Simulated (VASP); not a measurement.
# NaC2 (P4_2/mnm) in VASP: notebook

NaC2 is run at these levels: PBE; tasks: single point, relaxation of cell and atoms.

Program: VASP 6.6.1. These are calculated values, not measurements. Logs are shortened: lines on timing, memory, paths and dates and some standing lists are left out, and cuts for length are marked.

**1. The cell of the first run**

It takes space group P4_2/mnm (No. 136, tetragonal). Conventional cell: a = 4.910 Å, b = 4.910 Å, c = 3.162 Å, α = 90.00°, β = 90.00°, γ = 90.00°. Na (site symmetry mmm) has 6 C at 2.08 to 2.12 Å within 2.8 Å. C (site symmetry m2m) has 3 Na at 2.08 to 2.12 Å and 1 C at 2.69 Å within 2.8 Å.

**2. Single point, PBE**

The input, INCAR:

```
SYSTEM = NaC2
  ALGO = Normal
  EDIFF = 1E-6
  ENCUT = 520
  GGA = PE
  ISIF = 2
  ISMEAR = 0
  LASPH = .True.
  LCHARG = .False.
  LREAL = .False.
  LWAVE = .False.
  NBANDS = 24
  NELM = 100
  PREC = Accurate
  SIGMA = 0.1
```

The input, KPOINTS:

```
k-points
0
Gamma
  4 4 6
  0 0 0
```

The input, POSCAR:

```
NaC2
1.0
    4.9096357645      0.0000000000      0.0000000000
    0.0000000000      4.9096357645      0.0000000000
    0.0000000000      0.0000000000      3.1623013120
Na C
2 4
Direct
    0.0000000000      0.0000000000      0.0000000000
    0.5000000000      0.5000000000      0.5000000000
    0.3060000000      0.3060000000      0.0000000000
    0.1940000000      0.8060000000      0.5000000000
    0.6940000000      0.6940000000      0.0000000000
    0.8060000000      0.1940000000      0.5000000000
```

Potentials or basis: VASP PAW PBE potentials, release 64 (Na_pv, C).

The run is started by

```
$ cat potpaw_PBE.64/Na_pv/POTCAR potpaw_PBE.64/C/POTCAR > POTCAR
$ mpirun -np 1 vasp_std > vasp.out
```

OUTCAR:

```text
SYSTEM = NaC2
   EDIFF = 1E-6
   ENCUT = 520
   GGA = PE
   ISIF = 2
   ISMEAR = 0
   LASPH = .True.
   LREAL = .False.
   NELM = 100
   PREC = Accurate

 ion  position               nearest neighbor table
   1  0.000  0.000  0.000-   4 2.08   6 2.08   4 2.08   6 2.08   5 2.12   3 2.12
   2  0.500  0.500  0.500-   3 2.08   5 2.08   3 2.08   5 2.08   4 2.12   6 2.12
   3  0.306  0.306  0.000-   2 2.08   2 2.08   1 2.12
   4  0.194  0.806  0.500-   1 2.08   1 2.08   2 2.12
   5  0.694  0.694  0.000-   2 2.08   2 2.08   1 2.12
   6  0.806  0.194  0.500-   1 2.08   1 2.08   2 2.12

  LATTYP: Found a simple tetragonal cell.
 ALAT       =     4.9096357645
 C/A-ratio  =     0.6441010013

  Lattice vectors:

 A1 = (   4.9096357645,   0.0000000000,   0.0000000000)
 A2 = (   0.0000000000,   4.9096357645,   0.0000000000)
 A3 = (   0.0000000000,   0.0000000000,   3.1623013120)

Analysis of symmetry for initial positions (statically):
=====================================================================
 Subroutine PRICEL returns:
 Original cell was already a primitive cell.

 Routine SETGRP: Setting up the symmetry group for a
 simple tetragonal supercell.

 Subroutine GETGRP returns: Found 16 space group operations
 (whereof  8 operations were pure point group operations)
 out of a pool of 16 trial point group operations.

The static configuration has the point symmetry D_2h.
 The point group associated with its full space group is D_4h.

Analysis of symmetry for dynamics (positions and initial velocities):
=====================================================================
 Subroutine PRICEL returns:
 Original cell was already a primitive cell.

 Routine SETGRP: Setting up the symmetry group for a
 simple tetragonal supercell.

 Subroutine GETGRP returns: Found 16 space group operations
 (whereof  8 operations were pure point group operations)
 out of a pool of 16 trial point group operations.

The dynamic configuration has the point symmetry D_2h.
 The point group associated with its full space group is D_4h.

 Subroutine INISYM returns: Found 16 space group operations
 (whereof  8 operations are pure point group operations),
 and found     1 'primitive' translations

----------------------------------------------------------------------------------------

                                     Primitive cell

  volume of cell :      76.2258

  direct lattice vectors                    reciprocal lattice vectors
     4.909635764  0.000000000  0.000000000     0.203681097  0.000000000  0.000000000
     0.000000000  4.909635764  0.000000000     0.000000000  0.203681097  0.000000000
     0.000000000  0.000000000  3.162301312     0.000000000  0.000000000  0.316225401

  length of vectors
     4.909635764  4.909635764  3.162301312     0.203681097  0.203681097  0.316225401

  position of ions in fractional coordinates (direct lattice)
     0.000000000  0.000000000  0.000000000
     0.500000000  0.500000000  0.500000000
     0.306000000  0.306000000  0.000000000
     0.194000000  0.806000000  0.500000000
     0.694000000  0.694000000  0.000000000
     0.806000000  0.194000000  0.500000000

  ion indices of the primitive-cell ions
   primitive index   ion index
                 1           1
                 2           2
                 3           3
                 4           4
                 5           5
                 6           6

----------------------------------------------------------------------------------------

 KPOINTS: k-points

Automatic generation of k-mesh.
 Grid dimensions read from file:
 generate k-points for:    4    4    6

 Generating k-lattice:

  Cartesian coordinates                     Fractional coordinates (reciprocal lattice)
     0.050920274  0.000000000  0.000000000     0.250000000  0.000000000  0.000000000
     0.000000000  0.050920274  0.000000000     0.000000000  0.250000000  0.000000000
     0.000000000  0.000000000  0.052704233     0.000000000  0.000000000  0.166666667

  Length of vectors
     0.050920274  0.050920274  0.052704233

  Shift w.r.t. Gamma in fractional coordinates (k-lattice)
     0.000000000  0.000000000  0.000000000

 Subroutine IBZKPT returns following result:
 ===========================================

 Found     24 irreducible k-points:

 Following reciprocal coordinates:
            Coordinates               Weight
  0.000000  0.000000  0.000000      1.000000
  0.250000  0.000000  0.000000      4.000000
  0.500000  0.000000  0.000000      2.000000
  0.250000  0.250000  0.000000      4.000000
  0.500000  0.250000  0.000000      4.000000
  0.500000  0.500000  0.000000      1.000000
[... 16 lines left out ...]
  0.500000  0.250000  0.500000      4.000000
  0.500000  0.500000  0.500000      1.000000
   k-points           NKPTS =     24   k-points in BZ     NKDIM =     24   number of bands    NBANDS=     24
   number of dos      NEDOS =    301   number of ions     NIONS =      6
   total plane-waves  NPLWV =  38400
   dimension x,y,z NGX =    40 NGY =   40 NGZ =   24
   dimension x,y,z NGXF=    80 NGYF=   80 NGZF=   48
   ions per type =               2   4
   NGX,Y,Z   is equivalent  to a cutoff of  13.54, 13.54, 12.62 a.u.
   NGXF,Y,Z  is equivalent  to a cutoff of  27.09, 27.09, 25.23 a.u.
 SYSTEM =  NaC2
   PREC   = accura    normal or accurate (medium, high low for compatibility)
   ISTART =      0    job   : 0-new  1-cont  2-samecut
   ICHARG =      2    charge: 1-file 2-atom 10-const
   ISPIN  =      1    spin polarized calculation?
   LNONCOLLINEAR =      F non collinear calculations
   LSORBIT =      F    spin-orbit coupling
   LASPH  =      T    aspherical Exc in radial PAW
   ENCUT  =  520.0 eV  38.22 Ry    6.18 a.u.   9.13  9.13  5.88*2*pi/ulx,y,z
   NELM   =    100;   NELMIN=  2; NELMDL= -5     # of ELM steps
   EDIFF  = 0.1E-05   stopping-criterion for ELM
   LREAL  =      F    real-space projection
[... 7 lines left out ...]
   TEBEG  =    0.0;   TEEND  =   0.0 temperature during run
   PSTRESS=    0.0 pullay stress
   NELECT =      30.0000    total number of electrons
   NUPDOWN=      -1.0000    fix difference up-down
   EMIN   =  10.00;   EMAX   =-10.00  energy-range for DOS
   EFERMI =   0.00;   METHOD = LEGACY
   ISMEAR =     0;   SIGMA  =   0.10  broadening in eV -4-tet -1-fermi 0-gaus
   EFERMI_NEDOS =   21; number of points for ismear=-14 and -15
   IALGO  =     38    algorithm
   IMIX   =      4    mixing-type and parameters
     AMIX     =   0.40;   BMIX     =  1.00
     AMIX_MAG =   1.60;   BMIX_MAG =  1.00
  volume/ion in A,a.u.               =      12.70        85.73
  Fermi-wavevector in a.u.,A,eV,Ry     =   1.199724  2.267149 19.583375  1.439337
  Thomas-Fermi vector in A             =   2.335579
   LORBIT       =      0    0 simple, 1 ext, 2 COOP (PROOUT), +10 PAW based schemes
   GGA     = PE    functional components
   LHFCALC =     F    Hartree Fock is set to
   AEXX    =    0.0000 exact exchange contribution
   IVDW    =     0    specifies the selected vdW correction
   LEPSILON=     F    determine dielectric tensor
   LRPA    =     F    only Hartree local field effects (RPA)
 non-spin polarized calculation
 Gauss-broadening in eV      SIGMA  =   0.10
  energy-cutoff  :      520.00
  volume of cell :       76.23
 maximum number of plane-waves:      2092
 NGX is ok and might be reduce to    40
   NGX = 19   NGY = 19   NGZ = 11

 number of electron      30.0000011 magnetization

 Free energy of the ion-electron system (eV)
  ---------------------------------------------------
  ext. energy  EPLUGINS =         0.00000000
  ---------------------------------------------------
  free energy    TOTEN  =       -13.28278262 eV

  energy without entropy =      -13.25711079  energy(sigma->0) =      -13.26994670

 E-fermi :   1.6885     XC(G=0):  -9.8630

 val. band max:        1.6852763147   @ k =   0.2500   0.2500   0.3333
 cond. band min:       1.6979231002   @ k =   0.2500   0.0000   0.3333
 fundamental gap:      0.0126467855
 Fermi energy:         1.6884619110

 k-point     1 :       0.0000    0.0000    0.0000
  band No.  band energies     occupation
      1     -20.3048      2.00000
      2     -20.3048      2.00000
      3     -20.2129      2.00000
      4     -20.2129      2.00000
      5     -20.2085      2.00000
      6     -20.1870      2.00000
[... 16 lines left out ...]
     23      11.8061      0.00000
     24      11.9570      0.00000

 k-point     2 :       0.2500    0.0000    0.0000
  band No.  band energies     occupation
      1     -20.2971      2.00000
      2     -20.2955      2.00000
      3     -20.2242      2.00000
      4     -20.2224      2.00000
      5     -20.2054      2.00000
      6     -20.1901      2.00000
[... 16 lines left out ...]
     23      12.2905      0.00000
     24      12.3072      0.00000

 k-point     3 :       0.5000    0.0000    0.0000
  band No.  band energies     occupation
      1     -20.2845      2.00000
      2     -20.2845      2.00000
      3     -20.2370      2.00000
      4     -20.2370      2.00000
      5     -20.1977      2.00000
      6     -20.1977      2.00000
[... 16 lines left out ...]
     23      13.3206      0.00000
     24      13.3208      0.00000

 k-point     4 :       0.2500    0.2500    0.0000
  band No.  band energies     occupation
      1     -20.3101      2.00000
      2     -20.2848      2.00000
      3     -20.2367      2.00000
      4     -20.2106      2.00000
      5     -20.2031      2.00000
      6     -20.1923      2.00000
[... 16 lines left out ...]
     23      12.3467      0.00000
     24      12.9461      0.00000

 k-point     5 :       0.5000    0.2500    0.0000
  band No.  band energies     occupation
      1     -20.3028      2.00000
      2     -20.3028      2.00000
      3     -20.2197      2.00000
      4     -20.2197      2.00000
      5     -20.1976      2.00000
      6     -20.1976      2.00000
[... 16 lines left out ...]
     23      13.3168      0.00000
     24      13.3168      0.00000

 k-point     6 :       0.5000    0.5000    0.0000
  band No.  band energies     occupation
      1     -20.3155      2.00000
      2     -20.3155      2.00000
      3     -20.2081      2.00000
      4     -20.2081      2.00000
      5     -20.1976      2.00000
      6     -20.1976      2.00000
[... 16 lines left out ...]
     23      13.6242      0.00000
     24      13.6242      0.00000
[... 379 lines left out ...]
 k-point    21 :       0.5000    0.0000    0.5000
  band No.  band energies     occupation
      1     -20.4305      2.00000
      2     -20.4305      2.00000
      3     -20.2351      2.00000
      4     -20.2351      2.00000
      5     -20.2111      2.00000
      6     -20.2111      2.00000
[... 16 lines left out ...]
     23      13.0359      0.00000
     24      13.0359      0.00000

 k-point    22 :       0.2500    0.2500    0.5000
  band No.  band energies     occupation
      1     -20.4292      2.00000
      2     -20.4268      2.00000
      3     -20.2364      2.00000
      4     -20.2350      2.00000
      5     -20.2152      2.00000
      6     -20.2112      2.00000
[... 16 lines left out ...]
     23      13.2022      0.00000
     24      13.5344      0.00000

 k-point    23 :       0.5000    0.2500    0.5000
  band No.  band energies     occupation
      1     -20.4277      2.00000
      2     -20.4277      2.00000
      3     -20.2362      2.00000
      4     -20.2362      2.00000
      5     -20.2137      2.00000
      6     -20.2137      2.00000
[... 16 lines left out ...]
     23      12.9327      0.00000
     24      12.9327      0.00000

 k-point    24 :       0.5000    0.5000    0.5000
  band No.  band energies     occupation
      1     -20.4248      2.00000
      2     -20.4248      2.00000
      3     -20.2373      2.00000
      4     -20.2373      2.00000
      5     -20.2163      2.00000
      6     -20.2163      2.00000
[... 16 lines left out ...]
     23      12.6389      0.00000
     24      12.6389      0.00000

------------------------ aborting loop because EDIFF is reached ----------------------------------------

  FORCE on cell =-STRESS in cart. coord.  units (eV):
  Direction    XX          YY          ZZ          XY          YZ          ZX
  --------------------------------------------------------------------------------------
  -------------------------------------------------------------------------------------
  Total        7.3301101      7.3301101     16.0643371     -0.0000000      0.0000000      0.0000000
  in kB      154.0704268    154.0704268    337.6537633     -0.0000000      0.0000000      0.0000000
  external PRESSURE =     215.2648723 kB  Pullay stress =       0.0000000 kB

 VOLUME and BASIS-vectors are now :
 -----------------------------------------------------------------------------
  energy-cutoff  :      520.00
  volume of cell :       76.23
      direct lattice vectors                 reciprocal lattice vectors
     4.909635764  0.000000000  0.000000000     0.203681097  0.000000000  0.000000000
     0.000000000  4.909635764  0.000000000     0.000000000  0.203681097  0.000000000
     0.000000000  0.000000000  3.162301312     0.000000000  0.000000000  0.316225401

 POSITION                                       TOTAL-FORCE (eV/Angst)
 -----------------------------------------------------------------------------------
      0.00000      0.00000      0.00000         0.000000      0.000000      0.000000
      2.45482      2.45482      1.58115         0.000000      0.000000      0.000000
      1.50235      1.50235      0.00000        -0.364850     -0.364850      0.000000
      0.95247      3.95717      1.58115         0.364850     -0.364850      0.000000
      3.40729      3.40729      0.00000         0.364850      0.364850     -0.000000
      3.95717      0.95247      1.58115        -0.364850      0.364850     -0.000000
 -----------------------------------------------------------------------------------
    total drift:                                0.000000      0.000000     -0.000000

  FREE ENERGIE OF THE ION-ELECTRON SYSTEM (eV)
  ---------------------------------------------------
  free  energy   TOTEN  =       -13.2827826170 eV

  energy  without entropy=      -13.2571107866  energy(sigma->0) =      -13.26994670
```

It took 28 s on 1 thread of Intel Xeon Platinum 8488C (Sapphire Rapids), shared host; peak memory 0.19 GiB.

What came out:

```
Free energy            : -13.2828 eV
Pressure               : 21.5 GPa
Largest force          : 0.516 eV/Å
Band gap on the k mesh : zero (band 15 reaches 2.56 eV, above the bottom of band 16 at 0.89 eV)
```

Forces in eV/Å, atoms in the order of the input:
```
Na   0.000  0.000  0.000
Na   0.000  0.000  0.000
C   -0.365 -0.365  0.000
C    0.365 -0.365  0.000
C    0.365  0.365  0.000
C   -0.365  0.365  0.000
```

**3. Single point, PBE**

This run uses another cell than the first one, of 17.69 Å³/atom, 1.392 times its volume.

The input, INCAR:

```
ALGO = Normal
EDIFF = 1E-7
ENCUT = 520
GGA = PE
ISIF = 2
ISMEAR = 0
LASPH = T
LCHARG = F
LREAL = F
LWAVE = F
NBANDS = 24
NELM = 80
PREC = Accurate
SIGMA = 0.1
```

The input, KPOINTS:

```
k-points
0
Gamma
  4 4 6
```

The input, POSCAR:

```
NaC2
1.0
    4.4989624798      0.0000000000      0.0000000000
    0.0000000000      4.4989624798      0.0000000000
    0.0000000000      0.0000000000      5.2439590613
Na C
2 4
Direct
    0.0000000000      0.0000000000      0.0000000000
    0.5000000000      0.5000000000      0.5000000000
    0.4004532878      0.4004532878      0.0000000000
    0.0995467122      0.9004532878      0.5000000000
    0.5995467122      0.5995467122      0.0000000000
    0.9004532878      0.0995467122      0.5000000000
```

Potentials or basis: VASP PAW PBE potentials, release 64 (Na_pv, C).

The run is started by

```
$ cat potpaw_PBE.64/Na_pv/POTCAR potpaw_PBE.64/C/POTCAR > POTCAR
$ mpirun -np 1 vasp_std > vasp.out
```

OUTCAR:

```text
EDIFF = 1E-7
   ENCUT = 520
   GGA = PE
   ISIF = 2
   ISMEAR = 0
   LASPH = T
   LREAL = F
   NELM = 80
   PREC = Accurate

 ion  position               nearest neighbor table
   1  0.000  0.000  0.000-
   2  0.500  0.500  0.500-
   3  0.400  0.400  0.000-   5 1.27
   4  0.100  0.900  0.500-   6 1.27
   5  0.600  0.600  0.000-   3 1.27
   6  0.900  0.100  0.500-   4 1.27

  LATTYP: Found a simple tetragonal cell.
[... 852 lines left out ...]
  --------------------------------------------------------------------------------------
  -------------------------------------------------------------------------------------
  Total        0.0932279      0.0932279     -0.0029798     -0.0000000      0.0000000      0.0000000
  in kB        1.4072544      1.4072544     -0.0449792     -0.0000000      0.0000000      0.0000000
  external PRESSURE =       0.9231765 kB  Pullay stress =       0.0000000 kB

 VOLUME and BASIS-vectors are now :
 -----------------------------------------------------------------------------
  energy-cutoff  :      520.00
  volume of cell :      106.14
      direct lattice vectors                 reciprocal lattice vectors
     4.498962480  0.000000000  0.000000000     0.222273470  0.000000000  0.000000000
     0.000000000  4.498962480  0.000000000     0.000000000  0.222273470  0.000000000
     0.000000000  0.000000000  5.243959061     0.000000000  0.000000000  0.190695615

 POSITION                                       TOTAL-FORCE (eV/Angst)
 -----------------------------------------------------------------------------------
      0.00000      0.00000      0.00000         0.000000      0.000000      0.000000
      2.24948      2.24948      2.62198         0.000000      0.000000      0.000000
      1.80162      1.80162      0.00000        -0.066668     -0.066668      0.000000
      0.44786      4.05111      2.62198         0.066668     -0.066668      0.000000
      2.69734      2.69734      0.00000         0.066668      0.066668     -0.000000
      4.05111      0.44786      2.62198        -0.066668      0.066668     -0.000000
 -----------------------------------------------------------------------------------
    total drift:                                0.000000     -0.000000     -0.000000

  FREE ENERGIE OF THE ION-ELECTRON SYSTEM (eV)
  ---------------------------------------------------
  free  energy   TOTEN  =       -30.8687611404 eV

  energy  without entropy=      -30.8008930505  energy(sigma->0) =      -30.83482710
```

stdout:

```text
POSCAR found type information on POSCAR NaC
 POSCAR found :  2 types and       6 ions
 scaLAPACK will be used
 LDA part: xc-table for (Slater+PW92), standard interpolation
 POSCAR, INCAR and KPOINTS ok, starting setup
 FFT: planning ... GRIDC
 FFT: planning ... GRID_SOFT
 FFT: planning ... GRID
 WAVECAR not read
 entering main loop
```

Run time: 44 s. Hardware: 1 thread of Intel Xeon Platinum 8488C (Sapphire Rapids), shared host; peak memory 0.23 GiB.

Results:

| Quantity | Value |
| --- | --- |
| Free energy | -30.8688 eV |
| Pressure | 0.1 GPa |
| Largest force | 0.094 eV/Å |
| Band gap on the k mesh | zero (band 15 reaches -1.53 eV, above the bottom of band 16 at -2.04 eV) |

Forces on the atoms (eV/Å):
```
Na   0.000  0.000  0.000
Na   0.000  0.000  0.000
C   -0.067 -0.067  0.000
C    0.067 -0.067  0.000
C    0.067  0.067  0.000
C   -0.067  0.067  0.000
```

Levels at points of the mesh, in eV from the Fermi level:
| k point | band 11 | band 12 | band 13 | band 14 | band 15 | band 16 | band 17 | band 18 | band 19 | band 20 |
| --- | --- | --- | --- | --- | --- | --- | --- | --- | --- | --- |
| (0.00, 0.00, 0.00) | -1.55 | -1.44 | -0.30 | -0.30 | -0.22 | -0.09 | 4.21 | 6.21 | 6.21 | 6.26 |
| (0.50, 0.00, 0.00) | -0.97 | -0.97 | -0.89 | -0.89 | 0.13 | 0.13 | 6.05 | 6.05 | 6.09 | 6.09 |
| (0.50, 0.50, 0.00) | -0.83 | -0.83 | -0.77 | -0.77 | -0.09 | -0.09 | 5.38 | 5.38 | 7.43 | 7.43 |
| (0.00, 0.00, 0.50) | -1.77 | -1.77 | -0.40 | -0.40 | 0.04 | 0.04 | 5.07 | 5.07 | 6.23 | 6.23 |
| (0.50, 0.00, 0.50) | -1.11 | -1.11 | -0.33 | -0.33 | -0.32 | -0.32 | 5.22 | 5.22 | 6.74 | 6.74 |
| (0.50, 0.50, 0.50) | -1.16 | -1.16 | -1.14 | -1.14 | 0.19 | 0.19 | 5.76 | 5.76 | 7.44 | 7.44 |

(Continued in part 2 of 2.)
